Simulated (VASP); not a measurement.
## SrAl3O2: single point with PBE

Crystal: SrAl3O2.

```
Sr Al O
1.0
     5.64566    0.00000    0.00000
    -2.82283    4.88928    0.00000
     0.00000    0.00000    3.30978
Sr Al O
1 3 2
Direct
  0.00000 0.00000 0.50000
  0.00000 0.50000 0.00000
  0.50000 0.50000 0.00000
  0.50000 0.00000 0.00000
  0.66667 0.33333 0.50000
  0.33333 0.66667 0.50000
```

The cell was generated, and may not be a known phase.

| Property | Result |
| --- | --- |
| Program | VASP 6.6.1 |
| Task | single point |
| Functional | PBE |
| Potentials or basis | VASP PAW PBE potentials, release 64 (Sr_sv, Al, O) |
| Cutoff | 520 eV |
| k mesh | 6 × 6 × 6 |
| Occupations | gaussian, width 0.1 eV |
| Spin | no spin polarisation |

```json
{
  "Pressure": "1.9 GPa",
  "Band gap on the k mesh": "zero (an odd number of electrons rules out a gap without spin polarisation)"
}
```

Stress tensor (GPa, compression positive):
```
-1.68  0.00  0.00
 0.00 -1.68  0.00
 0.00  0.00  9.04
```

Levels at points of the mesh, in eV from the Fermi level:
```
           k point  band 12  band 13  band 14  band 15  band 16  band 17  band 18  band 19
(0.00, 0.00, 0.00)    -5.39    -4.93    -0.22     0.06     0.06     0.81     0.81     1.05
(0.50, 0.00, 0.00)    -5.09    -3.54    -2.75    -1.98     0.12     1.10     2.35     2.53
(0.00, 0.00, 0.50)    -4.68    -2.16    -2.16    -1.31    -1.31    -0.74    -0.41     3.66
(0.50, 0.00, 0.50)    -4.59    -3.27    -2.38    -1.64     1.85     2.00     2.15     2.25
```

Wall time 53 s on 1 thread of Intel(R) Xeon(R) Platinum 8488C (Sapphire Rapids), on a shared host, peak memory 0.24 GiB.

Caveat: the stress differs along the axes, from -2 to 9 GPa.
